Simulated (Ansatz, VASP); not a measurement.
# Two plane-wave programs on Na

```
CELL_PARAMETERS angstrom
3.38181 0.00000 0.00000
0.00000 3.38181 0.00000
0.00000 0.00000 3.38181
ATOMIC_POSITIONS crystal
Na 0.00000 0.00000 0.00000
```

Alike in both runs: functional PBEsol; k mesh 12 × 12 × 12; occupations gaussian, width 0.1 eV; no spin polarisation.

Ansatz relaxed the structure, and its values are those at the end. VASP's run is a single point on that final structure, the one shown.

|  | VASP | Ansatz |
| --- | --- | --- |
| version | VASP 6.6.1 | Ansatz 0.2.0 |
| potentials or method | VASP PAW PBE potentials, release 64 (Na_pv), cutoff 520 eV | scalar-relativistic, plane waves, PAW |
| valence electrons in the cell | 7 | 9 |

|  | VASP | Ansatz | Ansatz less VASP |
| --- | --- | --- | --- |
| gap on the k mesh at the Fermi level (eV) | none | none | - |
| pressure (GPa) | 0.0 | 0.0 | +0.03 |

VASP's potentials were made for PBE, not for PBEsol. A gap of «none» marks a metal or a gap that the smearing closes. VASP's potentials hold 7 valence electrons a cell and Ansatz's 9, so a difference there can come from the potentials and not from the codes.
